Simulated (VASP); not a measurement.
Crystal: TaSi2.

```
Ta Si
1.0
     3.62829    0.00000    0.00000
     0.00000    3.62829    0.00000
     0.00000    0.00000    4.40423
Ta Si
1 2
Direct
  0.00000 0.00000 0.00000
  0.00000 0.00000 0.50000
  0.50000 0.50000 0.50000
```

The cell was built from a structure type or drawn by symmetry, and may not be a known phase.

| Property | Result |
| --- | --- |
| Program | VASP 6.6.1 |
| Task | relaxation of cell and atoms |
| Functional | PBE |
| Potentials or basis | VASP PAW PBE potentials, release 64 (Ta_pv, Si) |
| Cutoff | 600 eV |
| k mesh | 6 × 6 × 4 |
| Occupations | gaussian, width 0.1 eV |
| Spin | no spin polarisation |

At the start: pressure 3.2 GPa; volume 19.33 Å³/atom.

Q: How do energy, volume and symmetry change on relaxing?

A: Over 8 steps the energy falls by 447.9 meV/atom and the volume is 18.22 Å³/atom (-5.7 %); space group P4/mmm (No. 123, to 0.1 Å) before and after.

Step by step:
```tsv
step	energy change (eV)	largest force (eV/Å)	pressure (GPa)	volume (Å³)
1	0.0000	0.0000	3.19	57.98
2	-0.8578	0.0000	-5.04	59.05
3	-1.2283	0.0000	-7.56	59.11
4	-1.2822	0.0000	5.97	52.29
5	-1.3408	0.0000	-0.51	54.95
6	-1.3408	0.0000	-0.35	54.87
7	-1.3434	0.0000	0.24	54.59
8	-1.3437	0.0000	0.09	54.66
```

Final structure:
```cif
data_structure
_symmetry_space_group_name_H-M 'P 1'
_symmetry_Int_Tables_number 1
_cell_length_a 3.3224
_cell_length_b 3.3224
_cell_length_c 4.9522
_cell_angle_alpha 90.000
_cell_angle_beta 90.000
_cell_angle_gamma 90.000
_cell_volume 54.66
loop_
_atom_site_label
_atom_site_type_symbol
_atom_site_fract_x
_atom_site_fract_y
_atom_site_fract_z
_atom_site_occupancy
Ta1 Ta 0.00000 0.00000 0.00000 1
Si1 Si 0.00000 0.00000 0.50000 1
Si2 Si 0.50000 0.50000 0.50000 1
```
